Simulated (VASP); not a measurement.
A run of VASP 6.6.1:

File INCAR:

```
PREC = Accurate
ENCUT = 520
EDIFF = 1E-7
ISMEAR = 0
SIGMA = 0.05
LREAL = False
LASPH = True
NELM = 100
ALGO = Normal
ISIF = 2
LWAVE = False
LCHARG = True
GGA = PE
LELF = True
LVHAR = True
NBANDS = 11
```

File KPOINTS:

```
regular mesh
0
Gamma
  12 12 12
```

File POSCAR:

```
BN
1.0
    0.0000000000      1.8130010000      1.8130010000
    1.8130010000      0.0000000000      1.8130010000
    1.8130010000      1.8130010000      0.0000000000
B N
1 1
Direct
   -0.0146257527      0.0146257527      0.0000000000
    0.7500000000      0.7500000000      0.7500000000
```

Potentials or basis: VASP PAW PBE potentials, release 64 (B, N).

Command:

```sh
$ cat potpaw_PBE.64/B/POTCAR potpaw_PBE.64/N/POTCAR > POTCAR
$ mpirun -np 1 vasp_std > vasp.out
```

Hardware: 1 thread of Intel(R) Xeon(R) Platinum 8488C (Sapphire Rapids), on a shared host.

**Question.** Estimate the wall time of this run.

**Answer.** It took 32 s on 1 thread of Intel(R) Xeon(R) Platinum 8488C (Sapphire Rapids) (shared host), peak memory 0.17 GiB. Counts: scf iterations 13, k points 476.
